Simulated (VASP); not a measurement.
# Ca3Y (Pm-3m) in VASP: a series of runs, part 2 of 2

VASP 6.6.1.

### Step 5. Single point, LDA

This run uses another cell than the first one, of 41.23 Å³/atom.

Input file INCAR:

```
PREC = Accurate ; ENCUT = 520
EDIFF = 1E-6 ; ISMEAR = 1
SIGMA = 0.1 ; LREAL = False
LASPH = True ; NELM = 80
ALGO = Normal ; ISIF = 2
LWAVE = False ; LCHARG = False
GGA = CA ; NBANDS = 28
```

Input file KPOINTS:

```
Automatic mesh
0
Gamma
  5 5 5
```

Input file POSCAR:

```
Ca3Y
1.0
    5.4840363131      0.0000000000      0.0000000000
    0.0000000000      5.4840363131      0.0000000000
    0.0000000000      0.0000000000      5.4840363131
Ca Y
3 1
Direct
    0.0000000000      0.5000000000      0.5000000000
    0.5000000000      0.0000000000      0.5000000000
    0.5000000000      0.5000000000      0.0000000000
    0.0000000000      0.0000000000      0.0000000000
```

Potentials or basis: VASP PAW LDA potentials, release 64 (Ca_sv, Y_sv).

The run is started by

```console
$ cat potpaw_LDA.64/Ca_sv/POTCAR potpaw_LDA.64/Y_sv/POTCAR > POTCAR
$ mpirun -np 1 vasp_std > vasp.out
```

OUTCAR:

```text
PREC = Accurate
   ENCUT = 520
   EDIFF = 1E-6
   ISMEAR = 1
   LREAL = False
   LASPH = True
   NELM = 80
   ISIF = 2
   GGA = CA

 ion  position               nearest neighbor table
   1  0.000  0.500  0.500-
   2  0.500  0.000  0.500-
   3  0.500  0.500  0.000-
   4  0.000  0.000  0.000-

  LATTYP: Found a simple cubic cell.
 ALAT       =     5.4840363131

  Lattice vectors:

 A1 = (   5.4840363131,   0.0000000000,   0.0000000000)
 A2 = (   0.0000000000,   5.4840363131,   0.0000000000)
 A3 = (   0.0000000000,   0.0000000000,   5.4840363131)

Analysis of symmetry for initial positions (statically):
=====================================================================
 Subroutine PRICEL returns:
 Original cell was already a primitive cell.

 Routine SETGRP: Setting up the symmetry group for a
 simple cubic supercell.

 Subroutine GETGRP returns: Found 48 space group operations
 (whereof 48 operations were pure point group operations)
 out of a pool of 48 trial point group operations.

The static configuration has the point symmetry O_h .

Analysis of symmetry for dynamics (positions and initial velocities):
=====================================================================
 Subroutine PRICEL returns:
 Original cell was already a primitive cell.

 Routine SETGRP: Setting up the symmetry group for a
 simple cubic supercell.

 Subroutine GETGRP returns: Found 48 space group operations
 (whereof 48 operations were pure point group operations)
 out of a pool of 48 trial point group operations.

[... 99 lines left out ...]
   PSTRESS=    0.0 pullay stress
   NELECT =      41.0000    total number of electrons
   NUPDOWN=      -1.0000    fix difference up-down
   EMIN   =  10.00;   EMAX   =-10.00  energy-range for DOS
   EFERMI =   0.00;   METHOD = LEGACY
   ISMEAR =     1;   SIGMA  =   0.10  broadening in eV -4-tet -1-fermi 0-gaus
   EFERMI_NEDOS =   21; number of points for ismear=-14 and -15
   IALGO  =     38    algorithm
   IMIX   =      4    mixing-type and parameters
     AMIX     =   0.40;   BMIX     =  1.00
     AMIX_MAG =   1.60;   BMIX_MAG =  1.00
  volume/ion in A,a.u.               =      41.23       278.25
  Fermi-wavevector in a.u.,A,eV,Ry     =   1.029364  1.945217 14.416611  1.059591
  Thomas-Fermi vector in A             =   2.163408
   LORBIT       =      0    0 simple, 1 ext, 2 COOP (PROOUT), +10 PAW based schemes
   GGA     = CA    functional components
   LHFCALC =     F    Hartree Fock is set to
   AEXX    =    0.0000 exact exchange contribution
   IVDW    =     0    specifies the selected vdW correction
   LEPSILON=     F    determine dielectric tensor
   LRPA    =     F    only Hartree local field effects (RPA)
 non-spin polarized calculation
 Methfessel and Paxton  Order N= 1 SIGMA  =   0.10
  energy-cutoff  :      520.00
  volume of cell :      164.93
 maximum number of plane-waves:      4458
 NGX is ok and might be reduce to    42
   NGX = 21   NGY = 21   NGZ = 21

 number of electron      41.0000007 magnetization

 Free energy of the ion-electron system (eV)
  ---------------------------------------------------
  ext. energy  EPLUGINS =         0.00000000
  ---------------------------------------------------
  free energy    TOTEN  =       -12.78673117 eV

  energy without entropy =      -12.78207326  energy(sigma->0) =      -12.78517853

 E-fermi :   1.8889     XC(G=0):  -8.2359

 val. band max:        1.8554527117   @ k =   0.4000   0.4000   0.4000
 cond. band min:       1.9071891981   @ k =   0.4000   0.2000   0.2000
 fundamental gap:      0.0517364864
 Fermi energy:         1.8889043071

 k-point     1 :       0.0000    0.0000    0.0000
  band No.  band energies     occupation
      1     -41.6835      2.00000
      2     -39.5129      2.00000
      3     -39.4967      2.00000
      4     -39.4967      2.00000
      5     -21.7358      2.00000
      6     -21.7358      2.00000
[... 299 lines left out ...]
     27       3.5707     -0.00000
     28       3.8261     -0.00000

------------------------ aborting loop because EDIFF is reached ----------------------------------------

  FORCE on cell =-STRESS in cart. coord.  units (eV):
  Direction    XX          YY          ZZ          XY          YZ          ZX
  --------------------------------------------------------------------------------------
  -------------------------------------------------------------------------------------
  Total       -2.8583192     -2.8583192     -2.8583192     -0.0000000     -0.0000000     -0.0000000
  in kB      -27.7664488    -27.7664488    -27.7664488     -0.0000000     -0.0000000     -0.0000000
  external PRESSURE =     -27.7664488 kB  Pullay stress =       0.0000000 kB

 VOLUME and BASIS-vectors are now :
 -----------------------------------------------------------------------------
  energy-cutoff  :      520.00
  volume of cell :      164.93
      direct lattice vectors                 reciprocal lattice vectors
     5.484036313  0.000000000  0.000000000     0.182347443  0.000000000  0.000000000
     0.000000000  5.484036313  0.000000000     0.000000000  0.182347443  0.000000000
     0.000000000  0.000000000  5.484036313     0.000000000  0.000000000  0.182347443

 POSITION                                       TOTAL-FORCE (eV/Angst)
 -----------------------------------------------------------------------------------
      0.00000      2.74202      2.74202         0.000000      0.000000      0.000000
      2.74202      0.00000      2.74202         0.000000      0.000000      0.000000
      2.74202      2.74202      0.00000         0.000000      0.000000      0.000000
      0.00000      0.00000      0.00000         0.000000      0.000000      0.000000
 -----------------------------------------------------------------------------------
    total drift:                                0.000000     -0.000000     -0.000000

  FREE ENERGIE OF THE ION-ELECTRON SYSTEM (eV)
  ---------------------------------------------------
  free  energy   TOTEN  =       -12.7867311693 eV

  energy  without entropy=      -12.7820732611  energy(sigma->0) =      -12.78517853
```

stdout:

```text
POSCAR found type information on POSCAR CaY
 POSCAR found :  2 types and       4 ions
 scaLAPACK will be used
 LDA part: xc-table for (Slater(with rela. corr.)+CA(PZ))
 , standard interpolation
 POSCAR, INCAR and KPOINTS ok, starting setup
 FFT: planning ... GRIDC
 FFT: planning ... GRID_SOFT
 FFT: planning ... GRID
 WAVECAR not read
 entering main loop
```

It took 68 s on 1 thread of Intel Xeon 8259CL, shared host; peak memory 0.24 GiB.

Results:

| Item | Value |
| --- | --- |
| Free energy | -12.7867 eV |
| Pressure | -2.8 GPa |
| Band gap on the k mesh | zero (an odd number of electrons rules out a gap without spin polarisation) |

Levels at points of the mesh, in eV from the Fermi level:
| k point | band 17 | band 18 | band 19 | band 20 | band 21 | band 22 | band 23 | band 24 |
| --- | --- | --- | --- | --- | --- | --- | --- | --- |
| (0.00, 0.00, 0.00) | -4.16 | -0.90 | -0.90 | -0.57 | 0.06 | 0.06 | 0.06 | 1.09 |

### Step 6. Single point, LDA

This run uses another cell than the first one, of 42.42 Å³/atom.

Input file INCAR:

```
PREC     = Accurate       # precision mode
ENCUT    = 520            # plane-wave cutoff, eV
EDIFF    = 1E-6           # SCF threshold, eV
ISMEAR   = 1              # smearing method
SIGMA    = 0.1            # smearing width, eV
LREAL    = False          # projectors in reciprocal space
LASPH    = True           # aspherical terms in the spheres
NELM     = 60             # most SCF steps
ALGO     = Normal         # electronic algorithm
ISIF     = 2              # what is computed and relaxed
LWAVE    = False          # write WAVECAR
LCHARG   = False          # write CHGCAR
GGA      = CA             # functional
NBANDS   = 28             # bands
```

KPOINTS is that of step 5.

Input file POSCAR:

```
Ca3Y
1.0
    5.5362683740      0.0000000000      0.0000000000
    0.0000000000      5.5362683740      0.0000000000
    0.0000000000      0.0000000000      5.5362683740
Ca Y
3 1
Direct
    0.0000000000      0.5000000000      0.5000000000
    0.5000000000      0.0000000000      0.5000000000
    0.5000000000      0.5000000000      0.0000000000
    0.0000000000      0.0000000000      0.0000000000
```

Potentials or basis: VASP PAW LDA potentials, release 64 (Ca_sv, Y_sv).

The run is started by

```console
$ cat potpaw_LDA.64/Ca_sv/POTCAR potpaw_LDA.64/Y_sv/POTCAR > POTCAR
$ mpirun -np 1 vasp_std > vasp.out
```

It took 94 s on 1 thread of Intel Xeon 8259CL, shared host; peak memory 0.24 GiB.

The run converged. Its results:

```yaml
Free_energy: -12.6992 eV
Pressure: -3.2 GPa
Band_gap_on_the_k_mesh: zero (an odd number of electrons rules out a gap without spin polarisation)
```

Levels at points of the mesh, in eV from the Fermi level:
| k point | band 16 | band 17 | band 18 | band 19 | band 20 | band 21 | band 22 | band 23 | band 24 | band 25 |
| --- | --- | --- | --- | --- | --- | --- | --- | --- | --- | --- |
| (0.00, 0.00, 0.00) | -22.70 | -4.10 | -0.86 | -0.86 | -0.54 | 0.08 | 0.08 | 0.08 | 1.04 | 1.04 |

Caveat: the cell stands under tension.

### Step 7. The runs side by side

```csv
cell,gap on the mesh (eV),pressure (GPa)
"a = 5.321 Å, 4 atoms",none,-1.3
"a = 5.376 Å, 4 atoms",none,-1.9
"a = 5.431 Å, 4 atoms",none,-2.3
"a = 5.484 Å, 4 atoms",none,-2.8
"a = 5.536 Å, 4 atoms",none,-3.2
```

Alike in all rows: task single point; level LDA; potentials or basis VASP PAW LDA potentials, release 64 (Ca_sv, Y_sv); no spin polarisation; k mesh 5 × 5 × 5; cutoff (eV) 520; smearing methfessel-paxton 0.1 eV.

Caveats: the cell stands under tension (at least some runs).

Absolute energies hang on the potentials; compare differences alone.

The gap in the log of VASP goes by the Fermi energy; the results here count the filled bands.